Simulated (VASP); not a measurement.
# ReF3 (Pm-3m) in VASP: a series of runs

The runs below take ReF3 through single point, with PBE, PBEsol.

All numbers are computed with VASP 6.6.1; they aren't measurements. Logs are shortened: lines on timing, memory, paths and dates and some standing lists are left out, and cuts for length are marked.

**1. The cell of the first run**

The structure is cubic, space group Pm-3m (No. 221). Conventional cell: a = 4.073 Å, b = 4.073 Å, c = 4.073 Å, α = 90.00°, β = 90.00°, γ = 90.00°. Re (site symmetry m-3m) has 6 F at 2.04 Å within 2.7 Å. F (site symmetry 4/mmm) has 2 Re at 2.04 Å within 2.7 Å.

**2. Single point, PBE, collinear spin, ferromagnetic start**

Contents of INCAR:

```
ALGO     = Normal         # electronic algorithm
EDIFF    = 1E-6           # SCF threshold, eV
ENCUT    = 520            # plane-wave cutoff, eV
GGA      = PE             # functional
ISIF     = 2              # what is computed and relaxed
ISMEAR   = 0              # smearing method
ISPIN    = 2              # spin polarisation
LASPH    = True           # aspherical terms in the spheres
LCHARG   = True           # write CHGCAR
LELF     = True           # ELF
LMAXMIX  = 4              # l up to which the mixer works
LORBIT   = 11             # projections on sites
LREAL    = False          # projectors in reciprocal space
LVHAR    = True         
LWAVE    = False          # write WAVECAR
MAGMOM   = 0.5 0 0 0      # initial moments
NBANDS   = 26             # bands
NELM     = 150            # most SCF steps
PREC     = Accurate       # precision mode
SIGMA    = 0.05           # smearing width, eV
```

Contents of KPOINTS:

```
k-points
0
Gamma
  10 10 10
```

Contents of POSCAR:

```
ReF3
1.0
    4.0727436752      0.0000000000      0.0000000000
    0.0000000000      4.0727436752      0.0000000000
    0.0000000000      0.0000000000      4.0727436752
Re F
1 3
Direct
    0.0000000000      0.0000000000      0.0000000000
    0.5000000000      0.0000000000      0.0000000000
    0.0000000000      0.0000000000      0.5000000000
    0.0000000000      0.5000000000      0.0000000000
```

Potentials or basis: VASP PAW PBE potentials, release 64 (Re, F).

Launch:

```console
cat potpaw_PBE.64/Re/POTCAR potpaw_PBE.64/F/POTCAR > POTCAR
mpirun -np 1 vasp_std > vasp.out
```

OUTCAR:

```text
EDIFF = 1E-6
   ENCUT = 520
   GGA = PE
   ISIF = 2
   ISMEAR = 0
   ISPIN = 2
   LASPH = True
   LORBIT = 11
   LREAL = False
   NELM = 150
   PREC = Accurate

 ion  position               nearest neighbor table
   1  0.000  0.000  0.000-   2 2.04   3 2.04   4 2.04   3 2.04   4 2.04   2 2.04
   2  0.500  0.000  0.000-   1 2.04   1 2.04
   3  0.000  0.000  0.500-   1 2.04   1 2.04
   4  0.000  0.500  0.000-   1 2.04   1 2.04

  LATTYP: Found a simple cubic cell.
 ALAT       =     4.0727436752

  Lattice vectors:

 A1 = (   4.0727436752,   0.0000000000,   0.0000000000)
 A2 = (   0.0000000000,   4.0727436752,   0.0000000000)
 A3 = (   0.0000000000,   0.0000000000,   4.0727436752)

Analysis of symmetry for initial positions (statically):
=====================================================================
 Subroutine PRICEL returns:
 Original cell was already a primitive cell.

 Routine SETGRP: Setting up the symmetry group for a
 simple cubic supercell.

 Subroutine GETGRP returns: Found 48 space group operations
 (whereof 48 operations were pure point group operations)
 out of a pool of 48 trial point group operations.

The static configuration has the point symmetry O_h .

Analysis of symmetry for dynamics (positions and initial velocities):
=====================================================================
 Subroutine PRICEL returns:
 Original cell was already a primitive cell.

 Routine SETGRP: Setting up the symmetry group for a
 simple cubic supercell.

 Subroutine GETGRP returns: Found 48 space group operations
 (whereof 48 operations were pure point group operations)
 out of a pool of 48 trial point group operations.

The dynamic configuration has the point symmetry O_h .

Analysis of structural, dynamic, and magnetic symmetry:
=====================================================================
 Subroutine PRICEL returns:
 Original cell was already a primitive cell.

 Routine SETGRP: Setting up the symmetry group for a
 simple cubic supercell.

 Subroutine GETGRP returns: Found 48 space group operations
 (whereof 48 operations were pure point group operations)
 out of a pool of 48 trial point group operations.

The overall configuration has the point symmetry O_h .

 Subroutine INISYM returns: Found 48 space group operations
 (whereof 48 operations are pure point group operations),
 and found     1 'primitive' translations

----------------------------------------------------------------------------------------

                                     Primitive cell

  volume of cell :      67.5556

  direct lattice vectors                    reciprocal lattice vectors
     4.072743675  0.000000000  0.000000000     0.245534725  0.000000000  0.000000000
     0.000000000  4.072743675  0.000000000     0.000000000  0.245534725  0.000000000
     0.000000000  0.000000000  4.072743675     0.000000000  0.000000000  0.245534725

  length of vectors
     4.072743675  4.072743675  4.072743675     0.245534725  0.245534725  0.245534725

  position of ions in fractional coordinates (direct lattice)
     0.000000000  0.000000000  0.000000000
     0.500000000  0.000000000  0.000000000
     0.000000000  0.000000000  0.500000000
     0.000000000  0.500000000  0.000000000

  ion indices of the primitive-cell ions
   primitive index   ion index
                 1           1
                 2           2
                 3           3
                 4           4

----------------------------------------------------------------------------------------

 KPOINTS: k-points

Automatic generation of k-mesh.
 Grid dimensions read from file:
 generate k-points for:   10   10   10

 Generating k-lattice:

  Cartesian coordinates                     Fractional coordinates (reciprocal lattice)
     0.024553473  0.000000000  0.000000000     0.100000000  0.000000000  0.000000000
     0.000000000  0.024553473  0.000000000     0.000000000  0.100000000  0.000000000
     0.000000000  0.000000000  0.024553473     0.000000000  0.000000000  0.100000000

  Length of vectors
     0.024553473  0.024553473  0.024553473

  Shift w.r.t. Gamma in fractional coordinates (k-lattice)
     0.000000000  0.000000000  0.000000000

 Subroutine IBZKPT returns following result:
 ===========================================

 Found     56 irreducible k-points:

 Following reciprocal coordinates:
            Coordinates               Weight
  0.000000  0.000000  0.000000      1.000000
  0.100000  0.000000  0.000000      6.000000
  0.200000  0.000000  0.000000      6.000000
  0.300000  0.000000  0.000000      6.000000
  0.400000  0.000000  0.000000      6.000000
  0.500000  0.000000  0.000000      3.000000
[... 16 lines left out ...]
  0.200000  0.100000  0.100000     24.000000
  0.300000  0.100000  0.100000     24.000000
 [... further k-points ...]
   k-points           NKPTS =     56   k-points in BZ     NKDIM =     56   number of bands    NBANDS=     26
   number of dos      NEDOS =    301   number of ions     NIONS =      4
   total plane-waves  NPLWV =  27000
   dimension x,y,z NGX =    30 NGY =   30 NGZ =   30
   dimension x,y,z NGXF=    60 NGYF=   60 NGZF=   60
   ions per type =               1   3
   NGX,Y,Z   is equivalent  to a cutoff of  12.25, 12.25, 12.25 a.u.
   NGXF,Y,Z  is equivalent  to a cutoff of  24.49, 24.49, 24.49 a.u.
 SYSTEM =  unknown system
   PREC   = accura    normal or accurate (medium, high low for compatibility)
   ISTART =      0    job   : 0-new  1-cont  2-samecut
   ICHARG =      2    charge: 1-file 2-atom 10-const
   ISPIN  =      2    spin polarized calculation?
   LNONCOLLINEAR =      F non collinear calculations
   LSORBIT =      F    spin-orbit coupling
   LASPH  =      T    aspherical Exc in radial PAW
   ENCUT  =  520.0 eV  38.22 Ry    6.18 a.u.   7.57  7.57  7.57*2*pi/ulx,y,z
   NELM   =    150;   NELMIN=  2; NELMDL= -5     # of ELM steps
   EDIFF  = 0.1E-05   stopping-criterion for ELM
   LREAL  =      F    real-space projection
   EDIFFG = 0.1E-04   stopping-criterion for IOM
   NSW    =      0    number of steps for IOM
   IBRION =     -1    ionic relax: 0-MD 1-quasi-New 2-CG
   NFREE  =      0    steps in history (QN), initial steepest desc. (CG)
   ISIF   =      2    stress and relaxation
   ISYM   =      2    0-nonsym 1-usesym 2-fastsym
   POTIM  = 0.5000    time-step for ionic-motion
   TEBEG  =    0.0;   TEEND  =   0.0 temperature during run
   PSTRESS=    0.0 pullay stress
   NELECT =      28.0000    total number of electrons
   NUPDOWN=      -1.0000    fix difference up-down
   EMIN   =  10.00;   EMAX   =-10.00  energy-range for DOS
   EFERMI =   0.00;   METHOD = LEGACY
   ISMEAR =     0;   SIGMA  =   0.05  broadening in eV -4-tet -1-fermi 0-gaus
   EFERMI_NEDOS =   21; number of points for ismear=-14 and -15
   IALGO  =     38    algorithm
   IMIX   =      4    mixing-type and parameters
     AMIX     =   0.40;   BMIX     =  1.00
     AMIX_MAG =   1.60;   BMIX_MAG =  1.00
  volume/ion in A,a.u.               =      16.89       113.97
  Fermi-wavevector in a.u.,A,eV,Ry     =   1.220601  2.306602 20.270872  1.489867
  Thomas-Fermi vector in A             =   2.355813
   LORBIT       =     11    0 simple, 1 ext, 2 COOP (PROOUT), +10 PAW based schemes
   GGA     = PE    functional components
   LHFCALC =     F    Hartree Fock is set to
   AEXX    =    0.0000 exact exchange contribution
   IVDW    =     0    specifies the selected vdW correction
   LEPSILON=     F    determine dielectric tensor
   LRPA    =     F    only Hartree local field effects (RPA)
 spin polarized calculation
 Gauss-broadening in eV      SIGMA  =   0.05
  energy-cutoff  :      520.00
  volume of cell :       67.56
 maximum number of plane-waves:      1856
   NGX = 15   NGY = 15   NGZ = 15

 number of electron      27.9999964 magnetization       2.0017885

 Free energy of the ion-electron system (eV)
  ---------------------------------------------------
  ext. energy  EPLUGINS =         0.00000000
  ---------------------------------------------------
  free energy    TOTEN  =       -23.38733249 eV

  energy without entropy =      -23.38406590  energy(sigma->0) =      -23.38569920

 E-fermi :   1.8409     XC(G=0):  -8.4233

 val. band max:        1.8316554247   @ k =   0.3000   0.2000   0.1000
 cond. band min:       1.8489147619   @ k =   0.4000   0.3000   0.1000
 fundamental gap:      0.0172593372
 Fermi energy:         1.8409037605

 spin component 1

 k-point     1 :       0.0000    0.0000    0.0000
  band No.  band energies     occupation
      1     -24.4103      1.00000
      2     -24.0427      1.00000
      3     -24.0426      1.00000
      4      -6.2933      1.00000
      5      -6.2933      1.00000
      6      -6.2933      1.00000
[... 18 lines left out ...]
     25      18.9894      0.00000
     26      18.9895      0.00000
[... 644 lines left out ...]
      4      -7.7298      1.00000
      5      -6.4483      1.00000
      6      -6.4291      1.00000
[... 18 lines left out ...]
     25      15.9974      0.00000
     26      16.2451      0.00000

 [... further k-points ...]

 spin component 2

 k-point     1 :       0.0000    0.0000    0.0000
  band No.  band energies     occupation
      1     -24.2447      1.00000
      2     -23.8802      1.00000
      3     -23.8802      1.00000
      4      -6.2023      1.00000
      5      -6.2023      1.00000
      6      -6.2023      1.00000
[... 18 lines left out ...]
     25      19.2971      0.00000
     26      19.2972      0.00000
[... 644 lines left out ...]
      4      -7.5659      1.00000
      5      -6.3502      1.00000
      6      -6.3329      1.00000
[... 18 lines left out ...]
     25      16.2437      0.00000
     26      16.5897      0.00000

 [... further k-points ...]
[... 5 lines left out ...]
  --------------------------------------------------------------------------------------
  -------------------------------------------------------------------------------------
  Total        0.3347571      0.3347571      0.3347571     -0.0000000     -0.0000000      0.0000000
  in kB        7.9392449      7.9392449      7.9392449     -0.0000000     -0.0000000      0.0000000
  external PRESSURE =       7.9392449 kB  Pullay stress =       0.0000000 kB

 VOLUME and BASIS-vectors are now :
 -----------------------------------------------------------------------------
  energy-cutoff  :      520.00
  volume of cell :       67.56
      direct lattice vectors                 reciprocal lattice vectors
     4.072743675  0.000000000  0.000000000     0.245534725  0.000000000  0.000000000
     0.000000000  4.072743675  0.000000000     0.000000000  0.245534725  0.000000000
     0.000000000  0.000000000  4.072743675     0.000000000  0.000000000  0.245534725

 POSITION                                       TOTAL-FORCE (eV/Angst)
 -----------------------------------------------------------------------------------
      0.00000      0.00000      0.00000         0.000000      0.000000      0.000000
      2.03637      0.00000      0.00000         0.000000      0.000000      0.000000
      0.00000      0.00000      2.03637         0.000000      0.000000      0.000000
      0.00000      2.03637      0.00000         0.000000      0.000000      0.000000
 -----------------------------------------------------------------------------------
    total drift:                                0.000000      0.000000      0.000000

  FREE ENERGIE OF THE ION-ELECTRON SYSTEM (eV)
  ---------------------------------------------------
  free  energy   TOTEN  =       -23.3873324946 eV

  energy  without entropy=      -23.3840659041  energy(sigma->0) =      -23.38569920

 total charge

# of ion       s       p       d       tot
------------------------------------------
    1        0.344   0.446   4.693   5.484
    2        1.728   4.368   0.000   6.095
    3        1.728   4.368   0.000   6.095
    4        1.728   4.368   0.000   6.095
--------------------------------------------------
tot          5.527  13.549   4.693  23.770

 magnetization (x)

# of ion       s       p       d       tot
------------------------------------------
    1        0.010   0.007   1.662   1.680
    2        0.000   0.083   0.000   0.083
    3        0.000   0.083   0.000   0.083
    4        0.000   0.083   0.000   0.083
--------------------------------------------------
tot          0.011   0.255   1.662   1.928
```

It took 2.8 min on 1 thread of Oxide Virtual Turin-like, shared host; peak memory 0.25 GiB.

Results:

```
Free energy                                           : -23.3873 eV
Pressure                                              : 0.8 GPa
Band gap on the k mesh                                : zero (filled and empty bands overlap)
Net moment                                            : 2.00 μB per cell
Site moments                                          : Re +1.68; F +0.08 μB
Valence electrons inside the program's atomic spheres : Re 5.48; F 6.09
```

Caveat: spin-orbit coupling is left out, which moves the levels of the heavy elements.

[end of part 1 of 2]
